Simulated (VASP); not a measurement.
Set up this calculation in VASP 6.6.1, as the native input.

```yaml
Task: single point
Functional: LDA
Potentials_or_basis: VASP PAW PBE potentials, release 64 (Yb)
Cutoff: 520 eV
k_mesh: 11 × 11 × 6
Occupations: fermi-dirac, width 0.03 eV
Spin: no spin polarisation
Dipole_correction: no
Further_INCAR_settings: ALGO = Normal; EDIFF = 1e-06; NBANDS = 31
```

The structure of Yb lies in POSCAR:

```
Yb
1.0
    3.8274616519      0.0000000000      0.0000000000
   -1.9137308260      3.3146790225      0.0000000000
    0.0000000000      0.0000000000      6.2995934742
Yb
2
Direct
    0.3333333333      0.6666666667      0.2500000000
    0.6666666667      0.3333333333      0.7500000000
```

This cell differs from its parent crystal: functional lda, volume scaled by 0.96.

The input as run:

INCAR

```
SYSTEM = Yb
PREC = Accurate
ENCUT = 520
EDIFF = 1E-6
ISMEAR = -1
SIGMA = 0.03
LREAL = .False.
LASPH = .True.
NELM = 100
ALGO = Normal
ISIF = 2
LWAVE = .False.
LCHARG = .True.
GGA = CA
LELF = .True.
LVHAR = .True.
NBANDS = 31
```

KPOINTS

```
regular mesh
0
Gamma
  11 11 6
  0 0 0
```

Potentials or basis: VASP PAW PBE potentials, release 64 (Yb).

The run is started by

```console
$ cat potpaw_PBE.64/Yb/POTCAR > POTCAR
$ mpirun -np 1 vasp_std > vasp.out
```

It gave:

```yaml
Pressure: -6.5 GPa
Band_gap_on_the_k_mesh: zero (band 24 reaches 1.08 eV, above the bottom of band 25 at 0.97 eV)
```

Caveat: the PAW data sets were made with another functional, which shifts forces and pressure a little; spin-orbit coupling is left out, which moves the levels of the heavy elements.

It took 15 min on 1 thread of Intel(R) Xeon(R) Platinum 8259CL CPU @ 2.50GHz (Skylake/Cascade Lake), on a shared host, peak memory 0.27 GiB.
